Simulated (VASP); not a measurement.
Here is a VASP 6.6.1 calculation.

File INCAR:

```
PREC     = Accurate       # precision mode
ENCUT    = 600            # plane-wave cutoff, eV
EDIFF    = 1E-6           # SCF threshold, eV
ISMEAR   = 0              # smearing method
SIGMA    = 0.2873         # smearing width, eV
LREAL    = F              # projectors in reciprocal space
LASPH    = T              # aspherical terms in the spheres
NELM     = 120            # most SCF steps
ALGO     = Normal         # electronic algorithm
ISIF     = 2              # what is computed and relaxed
LWAVE    = F              # write WAVECAR
LCHARG   = F              # write CHGCAR
GGA      = PE             # functional
NBANDS   = 34             # bands
GGA_COMPAT= F
```

Contents of KPOINTS:

```
Automatic mesh
0
Gamma
  6 6 3
  0.5 0.5 0.5
```

Contents of POSCAR:

```
MoNO
1.0
    2.8345670000      0.0000000000      0.0000000000
    0.0000000000      2.8345670000      0.0000000000
    0.0000000000      0.0000000000      7.1761200000
Mo O N
2 2 2
Direct
    0.0000000000      0.5000000000      0.9000000000
    0.5000000000      0.0000000000      0.1000000000
    0.0000000000      0.5000000000      0.3350000000
    0.5000000000      0.0000000000      0.6650000000
    0.0000000000      0.5000000000      0.6170000000
    0.5000000000      0.0000000000      0.3830000000
```

Potentials or basis: VASP PAW PBE potentials, release 64 (Mo_sv, O, N).

The run is started by

```sh
$ cat potpaw_PBE.64/Mo_sv/POTCAR potpaw_PBE.64/O/POTCAR potpaw_PBE.64/N/POTCAR > POTCAR
$ mpirun -np 1 vasp_std > vasp.out
```

Question: Estimate the pressure.

Answer: 34.4 GPa.

Question: What does it give for the band gap on the k mesh?

Answer: Zero (bands 25 and 26 overlap by 2.28 eV).

Question: Estimate the largest force.

Answer: 4.959 eV/Å.

Stress tensor (GPa, compression positive):
```
35.00  0.00  0.00
 0.00 35.00  0.00
 0.00  0.00 33.15
```

Caveat: the k points lie up to 0.37 Å⁻¹ apart, too coarse for converged energies and pressures of a metal; so wide a smearing shifts energies and pressures; forces of over 1 eV/Å act on the atoms, so gaps and moduli don't describe the material at rest.
